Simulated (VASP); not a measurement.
**Ga4SbAs3: single point with PBE**

Crystal: Ga4SbAs3.

```xyz
8
Lattice="4.1484 0.0000 0.0000 0.0000 4.1484 0.0000 0.0000 0.0000 11.7293" Properties=species:S:1:pos:R:3 pbc="T T T"
Ga    2.0742    0.0000    7.4895
Ga    0.0000    2.0742   10.3176
Ga    2.0742    0.0000    1.4117
Ga    0.0000    2.0742    4.2398
Sb    0.0000    0.0000    5.8646
As    0.0000    0.0000    0.0000
As    2.0742    2.0742    2.8263
As    2.0742    2.0742    8.9029
```

| Property | Result |
| --- | --- |
| Program | VASP 6.6.1 |
| Task | single point |
| Functional | PBE |
| Potentials or basis | VASP PAW PBE potentials, release 64 (Ga_d, Sb, As) |
| Cutoff | 520 eV |
| k mesh | 10 × 10 × 4 |
| Occupations | gaussian, width 0.1 eV |
| Spin | no spin polarisation |

```
Pressure               : 0.1 GPa
Largest force          : 0.007 eV/Å
Band gap on the k mesh : zero (filled and empty bands touch)
```

Forces on the atoms (eV/Å):
```
Ga   0.000  0.000 -0.007
Ga   0.000  0.000  0.002
Ga   0.000  0.000 -0.002
Ga   0.000  0.000  0.007
Sb   0.000  0.000  0.000
As   0.000  0.000  0.000
As   0.000  0.000  0.000
As   0.000  0.000  0.000
```

Levels at points of the mesh, in eV from the Fermi level:
| k point | band 32 | band 33 | band 34 | band 35 | band 36 | band 37 | band 38 | band 39 | band 40 | band 41 |
| --- | --- | --- | --- | --- | --- | --- | --- | --- | --- | --- |
| (0.00, 0.00, 0.00) | -1.51 | -1.51 | -0.22 | -0.17 | -0.05 | -0.05 | 1.21 | 1.31 | 1.59 | 1.79 |
| (0.50, 0.00, 0.00) | -1.51 | -1.48 | -1.25 | -1.21 | -0.51 | 0.33 | 0.68 | 2.01 | 2.55 | 4.03 |
| (0.50, 0.50, 0.00) | -3.21 | -2.72 | -2.63 | -2.63 | -2.50 | 1.28 | 1.31 | 1.31 | 1.39 | 3.96 |
| (0.00, 0.00, 0.50) | -2.16 | -0.98 | -0.98 | -0.44 | -0.44 | 1.10 | 1.16 | 1.66 | 1.81 | 1.89 |
| (0.50, 0.00, 0.50) | -2.29 | -1.52 | -1.51 | -1.50 | -0.52 | 1.34 | 1.44 | 1.51 | 2.13 | 3.80 |
| (0.50, 0.50, 0.50) | -3.02 | -3.00 | -3.00 | -2.95 | -2.77 | 2.18 | 2.18 | 2.26 | 2.31 | 2.36 |

It took 17 min on 1 thread of AMD EPYC 7R13, with other jobs on the host, peak memory 0.59 GiB.

Caveat: spin-orbit coupling is left out, which moves the levels of the heavy elements.
